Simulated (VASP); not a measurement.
# PtSe2 (P-3m1) in VASP: electric field gradients with LDA

Aim: the electric field gradients of PtSe2 with LDA.

All numbers are computed with VASP 6.6.1; they aren't measurements. Logs are shortened: lines on timing, memory, paths and dates and some standing lists are left out, and cuts for length are marked.

### Step 1. The cell of the first run

It takes space group P-3m1 (No. 164, trigonal). The conventional cell has a = 3.743 Å, b = 3.743 Å, c = 4.759 Å, α = 90.00°, β = 90.00°, γ = 120.00°. Within 3.3 Å of Pt (site symmetry -3m) lie 6 Se at 2.50 Å. Se (site symmetry 3m) has 3 Pt at 2.50 Å and 6 Se at 3.11 to 3.32 Å within 3.4 Å.

### Step 2. Electric field gradients, LDA

The input, INCAR:

```
ALGO     = Normal         # electronic algorithm
EDIFF    = 1E-8           # SCF threshold, eV
ENCUT    = 520            # plane-wave cutoff, eV
ISIF     = 2              # what is computed and relaxed
ISMEAR   = 0              # smearing method
LASPH    = True           # aspherical terms in the spheres
LCHARG   = False          # write CHGCAR
LEFG     = True         
LREAL    = False          # projectors in reciprocal space
LWAVE    = False          # write WAVECAR
NBANDS   = 18             # bands
NELM     = 80             # most SCF steps
PREC     = Accurate       # precision mode
SIGMA    = 0.05           # smearing width, eV
```

The input, KPOINTS:

```
k-points
0
Gamma
  10 10 8
```

The input, POSCAR:

```
PtSe2
1.0
    3.7426818375      0.0000000000      0.0000000000
   -1.8713409187      3.2412575495      0.0000000000
    0.0000000000      0.0000000000      4.7585423759
Pt Se
1 2
Direct
    0.0000000000      0.0000000000      0.0000000000
    0.3333333333      0.6666666667      0.2645075981
    0.6666666667      0.3333333333      0.7354924019
```

Potentials or basis: VASP PAW LDA potentials, release 64 (Pt, Se).

Started as:

```bash
cat potpaw_LDA.64/Pt/POTCAR potpaw_LDA.64/Se/POTCAR > POTCAR
mpirun -np 1 vasp_std > vasp.out
```

OUTCAR:

```text
EDIFF = 1E-8
   ENCUT = 520
   ISIF = 2
   ISMEAR = 0
   LASPH = True
   LREAL = False
   NELM = 80
   PREC = Accurate

 ion  position               nearest neighbor table
   1  0.000  0.000  0.000-   2 2.50   3 2.50   2 2.50   3 2.50   3 2.50   2 2.50
   2  0.333  0.667  0.265-   1 2.50   1 2.50   1 2.50
   3  0.667  0.333  0.735-   1 2.50   1 2.50   1 2.50

  LATTYP: Found a hexagonal cell.
 ALAT       =     3.7426818375
 C/A-ratio  =     1.2714258338

  Lattice vectors:

 A1 = (   3.7426818375,   0.0000000000,   0.0000000000)
 A2 = (  -1.8713409187,   3.2412575495,   0.0000000000)
 A3 = (   0.0000000000,   0.0000000000,   4.7585423759)

Analysis of symmetry for initial positions (statically):
=====================================================================
 Subroutine PRICEL returns:
 Original cell was already a primitive cell.

 Routine SETGRP: Setting up the symmetry group for a
 hexagonal supercell.

 Subroutine GETGRP returns: Found 12 space group operations
 (whereof 12 operations were pure point group operations)
 out of a pool of 24 trial point group operations.

The static configuration has the point symmetry D_3d.

Analysis of symmetry for dynamics (positions and initial velocities):
=====================================================================
 Subroutine PRICEL returns:
 Original cell was already a primitive cell.

 Routine SETGRP: Setting up the symmetry group for a
 hexagonal supercell.

 Subroutine GETGRP returns: Found 12 space group operations
 (whereof 12 operations were pure point group operations)
 out of a pool of 24 trial point group operations.

The dynamic configuration has the point symmetry D_3d.

 Subroutine INISYM returns: Found 12 space group operations
 (whereof 12 operations are pure point group operations),
 and found     1 'primitive' translations

----------------------------------------------------------------------------------------

                                     Primitive cell

  volume of cell :      57.7259

  direct lattice vectors                    reciprocal lattice vectors
     3.742681838  0.000000000  0.000000000     0.267188087  0.154261114  0.000000000
    -1.871340919  3.241257549  0.000000000     0.000000000  0.308522228  0.000000000
     0.000000000  0.000000000  4.758542376     0.000000000  0.000000000  0.210148386

  length of vectors
     3.742681838  3.742681837  4.758542376     0.308522228  0.308522228  0.210148386

  position of ions in fractional coordinates (direct lattice)
     0.000000000  0.000000000  0.000000000
     0.333333333  0.666666667  0.264507598
     0.666666667  0.333333333  0.735492402

  ion indices of the primitive-cell ions
   primitive index   ion index
                 1           1
                 2           2
                 3           3

----------------------------------------------------------------------------------------

 KPOINTS: k-points

Automatic generation of k-mesh.
 Grid dimensions read from file:
 generate k-points for:   10   10    8

 Generating k-lattice:

  Cartesian coordinates                     Fractional coordinates (reciprocal lattice)
     0.026718809  0.015426111  0.000000000     0.100000000  0.000000000  0.000000000
     0.000000000  0.030852223  0.000000000     0.000000000  0.100000000  0.000000000
     0.000000000  0.000000000  0.026268548     0.000000000  0.000000000  0.125000000

  Length of vectors
     0.030852223  0.030852223  0.026268548

  Shift w.r.t. Gamma in fractional coordinates (k-lattice)
     0.000000000  0.000000000  0.000000000

 Subroutine IBZKPT returns following result:
 ===========================================

 Found     94 irreducible k-points:

 Following reciprocal coordinates:
            Coordinates               Weight
  0.000000  0.000000  0.000000      1.000000
  0.100000  0.000000  0.000000      6.000000
  0.200000  0.000000  0.000000      6.000000
  0.300000  0.000000  0.000000      6.000000
  0.400000 -0.000000  0.000000      6.000000
  0.500000 -0.000000  0.000000      3.000000
[... 16 lines left out ...]
  0.000000  0.400000  0.125000      6.000000
  0.500000 -0.000000  0.125000      6.000000
 [... further k-points ...]
   k-points           NKPTS =     94   k-points in BZ     NKDIM =     94   number of bands    NBANDS=     18
   number of dos      NEDOS =    301   number of ions     NIONS =      3
   total plane-waves  NPLWV =  28224
   dimension x,y,z NGX =    28 NGY =   28 NGZ =   36
   dimension x,y,z NGXF=    56 NGYF=   56 NGZF=   72
   ions per type =               1   2
   NGX,Y,Z   is equivalent  to a cutoff of  12.44, 12.44, 12.58 a.u.
   NGXF,Y,Z  is equivalent  to a cutoff of  24.87, 24.87, 25.15 a.u.
 SYSTEM =  unknown system
   PREC   = accura    normal or accurate (medium, high low for compatibility)
   ISTART =      0    job   : 0-new  1-cont  2-samecut
   ICHARG =      2    charge: 1-file 2-atom 10-const
   ISPIN  =      1    spin polarized calculation?
   LNONCOLLINEAR =      F non collinear calculations
   LSORBIT =      F    spin-orbit coupling
   LASPH  =      T    aspherical Exc in radial PAW
   ENCUT  =  520.0 eV  38.22 Ry    6.18 a.u.   6.96  6.96  8.85*2*pi/ulx,y,z
   NELM   =     80;   NELMIN=  2; NELMDL= -5     # of ELM steps
   EDIFF  = 0.1E-07   stopping-criterion for ELM
   LREAL  =      F    real-space projection
   EDIFFG = 0.1E-06   stopping-criterion for IOM
   NSW    =      0    number of steps for IOM
   IBRION =     -1    ionic relax: 0-MD 1-quasi-New 2-CG
   NFREE  =      0    steps in history (QN), initial steepest desc. (CG)
   ISIF   =      2    stress and relaxation
   ISYM   =      2    0-nonsym 1-usesym 2-fastsym
   POTIM  = 0.5000    time-step for ionic-motion
   TEBEG  =    0.0;   TEEND  =   0.0 temperature during run
   PSTRESS=    0.0 pullay stress
   NELECT =      22.0000    total number of electrons
   NUPDOWN=      -1.0000    fix difference up-down
   EMIN   =  10.00;   EMAX   =-10.00  energy-range for DOS
   EFERMI =   0.00;   METHOD = LEGACY
   ISMEAR =     0;   SIGMA  =   0.05  broadening in eV -4-tet -1-fermi 0-gaus
   EFERMI_NEDOS =   21; number of points for ismear=-14 and -15
   IALGO  =     38    algorithm
   IMIX   =      4    mixing-type and parameters
     AMIX     =   0.40;   BMIX     =  1.00
     AMIX_MAG =   1.60;   BMIX_MAG =  1.00
  volume/ion in A,a.u.               =      19.24       129.85
  Fermi-wavevector in a.u.,A,eV,Ry     =   1.186931  2.242975 19.167969  1.408806
  Thomas-Fermi vector in A             =   2.323094
   LORBIT       =      0    0 simple, 1 ext, 2 COOP (PROOUT), +10 PAW based schemes
   GGA     = CA    functional components
   LHFCALC =     F    Hartree Fock is set to
   AEXX    =    0.0000 exact exchange contribution
   IVDW    =     0    specifies the selected vdW correction
   LEPSILON=     F    determine dielectric tensor
   LRPA    =     F    only Hartree local field effects (RPA)
 non-spin polarized calculation
 Gauss-broadening in eV      SIGMA  =   0.05
  energy-cutoff  :      520.00
  volume of cell :       57.73
 maximum number of plane-waves:      1572
   NGX = 13   NGY = 13   NGZ = 17

 number of electron      21.9999998 magnetization

 Free energy of the ion-electron system (eV)
  ---------------------------------------------------
  ext. energy  EPLUGINS =         0.00000000
  ---------------------------------------------------
  free energy    TOTEN  =       -17.09318135 eV

  energy without entropy =      -17.09178967  energy(sigma->0) =      -17.09248551

 E-fermi :   7.0868     XC(G=0): -11.2072

 val. band max:        7.0450905493   @ k =  -0.1000   0.3000   0.3750
 cond. band min:       7.0884764168   @ k =   0.0000   0.1000   0.2500
 fundamental gap:      0.0433858675
 Fermi energy:         7.0867782524

 k-point     1 :       0.0000    0.0000    0.0000
  band No.  band energies     occupation
      1      -8.8374      2.00000
      2      -5.5302      2.00000
      3      -0.2517      2.00000
      4       0.5998      2.00000
      5       0.5998      2.00000
      6       3.1585      2.00000
[... 10 lines left out ...]
     17      14.3056      0.00000
     18      18.8068      0.00000
[... 463 lines left out ...]
 k-point    24 :       0.5000   -0.0000    0.1250
  band No.  band energies     occupation
      1      -6.9682      2.00000
      2      -6.6433      2.00000
      3      -0.3128      2.00000
      4       1.3058      2.00000
      5       1.5197      2.00000
      6       3.0308      2.00000
[... 10 lines left out ...]
     17      15.2786      0.00000
     18      18.0474      0.00000

 [... further k-points ...]
[... 5 lines left out ...]
  --------------------------------------------------------------------------------------
  -------------------------------------------------------------------------------------
  Total        0.1733991      0.1733991      0.1007732      0.0000000      0.0000000     -0.0000000
  in kB        4.8126798      4.8126798      2.7969538      0.0000000      0.0000000     -0.0000000
  external PRESSURE =       4.1407711 kB  Pullay stress =       0.0000000 kB

 VOLUME and BASIS-vectors are now :
 -----------------------------------------------------------------------------
  energy-cutoff  :      520.00
  volume of cell :       57.73
      direct lattice vectors                 reciprocal lattice vectors
     3.742681838  0.000000000  0.000000000     0.267188087  0.154261114  0.000000000
    -1.871340919  3.241257549  0.000000000     0.000000000  0.308522228  0.000000000
     0.000000000  0.000000000  4.758542376     0.000000000  0.000000000  0.210148386

 POSITION                                       TOTAL-FORCE (eV/Angst)
 -----------------------------------------------------------------------------------
      0.00000      0.00000      0.00000        -0.000000      0.000000      0.000000
     -0.00000      2.16084      1.25867         0.000000     -0.000000      0.050761
      1.87134      1.08042      3.49987        -0.000000      0.000000     -0.050761
 -----------------------------------------------------------------------------------
    total drift:                                0.000000     -0.000000      0.000000

  FREE ENERGIE OF THE ION-ELECTRON SYSTEM (eV)
  ---------------------------------------------------
  free  energy   TOTEN  =       -17.0931813542 eV

  energy  without entropy=      -17.0917896680  energy(sigma->0) =      -17.09248551

 Electric field gradients (V/A^2)
---------------------------------------------------------------------
 ion       V_xx      V_yy      V_zz      V_xy      V_xz      V_yz
---------------------------------------------------------------------
   1     -72.629   -72.629   145.257    -0.000     0.000    -0.000
   2      14.989    14.990   -29.979     0.001     0.000    -0.000
   3      14.989    14.990   -29.979     0.001     0.000    -0.000
---------------------------------------------------------------------

 Electric field gradients after diagonalization (V/A^2)
 (convention: |V_zz| > |V_xx| > |V_yy|)
----------------------------------------------------------------------
 ion       V_xx      V_yy      V_zz     asymmetry (V_yy - V_xx)/ V_zz
----------------------------------------------------------------------
   1     -72.629   -72.628   145.257       0.000
   2      14.990    14.989   -29.979       0.000
   3      14.990    14.989   -29.979       0.000
----------------------------------------------------------------------

           NMR quadrupolar parameters

 Cq : quadrupolar parameter    Cq=e*Q*V_zz/h
 eta: asymmetry parameters     (V_yy - V_xx)/ V_zz
 Q  : nuclear electric quadrupole moment in mb (millibarn)
----------------------------------------------------------------------
 ion       Cq(MHz)       eta       Q (mb)
----------------------------------------------------------------------
   1       0.351       0.000       1.000
   2      -0.072       0.000       1.000
   3      -0.072       0.000       1.000
----------------------------------------------------------------------
```

It took 73 s on 1 thread of Intel Xeon 8259CL, shared host; peak memory 0.22 GiB.

What came out:

```yaml
Free_energy: -17.0932 eV
Pressure: 0.4 GPa
Largest_force: 0.051 eV/Å
Band_gap_on_the_k_mesh: zero (bands 11 and 12 overlap by 1.01 eV)
Largest_electric_field_gradient_by_atom: Pt +145.3; Se -30.0 V/Å²
```

Forces on the atoms (eV/Å):
```
Pt   0.000  0.000  0.000
Se   0.000  0.000  0.051
Se   0.000  0.000 -0.051
```

Electric field gradients, principal values (V/Å²):
```tsv
atom	least	middle	greatest (by size)
1 Pt	-72.628	-72.629	145.257
2 Se	14.989	14.990	-29.979
3 Se	14.989	14.990	-29.979
```

Caveat: without QUAD_EFG the Cq values of the log hold for a quadrupole moment of 1 mb, not for the nuclei; spin-orbit coupling is left out, which moves the levels of the heavy elements.

The gap in the log of VASP goes by the Fermi energy; the results here count the filled bands.